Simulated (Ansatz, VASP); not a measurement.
**One calculation of HfSi3, two programs**

Contents of INCAR:

```
SYSTEM = HfSi3
PREC = Accurate
ENCUT = 520
EDIFF = 1E-7
ISMEAR = 0
SIGMA = 0.05
LREAL = .False.
LASPH = .True.
NELM = 100
ALGO = Normal
ISIF = 2
LWAVE = .False.
LCHARG = .False.
GGA = PE
NBANDS = 19
```

KPOINTS

```
regular mesh
0
Gamma
  8 8 8
  0 0 0
```

Contents of POSCAR:

```
HfSi3
1.0
    3.8992824279      0.0000000000      0.0000000000
    0.0000000000      3.8992824279      0.0000000000
    0.0000000000      0.0000000000      3.8992824279
Hf Si
1 3
Direct
    0.0000000000      0.0000000000      0.0000000000
    0.0000000000      0.5000000000      0.5000000000
    0.5000000000      0.5000000000      0.0000000000
    0.5000000000      0.0000000000      0.5000000000
```

Input for Ansatz:

```yaml
crystal:
  lattice:
    - [3.8992824279, 0.0, 0.0]
    - [0.0, 3.8992824279, 0.0]
    - [0.0, 0.0, 3.8992824279]
  atoms:
    - { symbol: Hf, position: [0.0, 0.0, 0.0] }
    - { symbol: Si, position: [0.0, 0.5, 0.5] }
    - { symbol: Si, position: [0.5, 0.5, 0.0] }
    - { symbol: Si, position: [0.5, 0.0, 0.5] }
basis:
  ecutwfc: 420
  ecutrho_ratio: 4
kpoints:
  mp_grid: { grid: [8, 8, 8] }
hamiltonian:
  xc: pbe
scf:
  occupations: { method: gaussian, width: 0.05 }
output:
  forces: true
  stress: true
  eigenvalues: true
```

Alike in both runs: task single point; functional PBE; k mesh 8 × 8 × 8; occupations gaussian, width 0.05 eV; no spin polarisation.

|  | VASP | Ansatz |
| --- | --- | --- |
| version | VASP 6.6.1 | Ansatz 0.2.0 |
| potentials or method | VASP PAW PBE potentials, release 64 (Hf_pv, Si), cutoff 520 eV | scalar-relativistic, plane waves, PAW |
| valence electrons in the cell | 22 | 38 |

|  | VASP | Ansatz | Ansatz less VASP |
| --- | --- | --- | --- |
| gap on the k mesh at the Fermi level (eV) | none | none | - |
| pressure (GPa) | 7.1 | 7.3 | +0.20 |

A gap of «none» marks a metal or a gap that the smearing closes. The functional is the same, so the differences come from potentials, cutoffs and numerics. VASP's potentials hold 22 valence electrons a cell and Ansatz's 38, so a difference there can come from the potentials and not from the codes.

Neither program's run includes spin-orbit coupling.
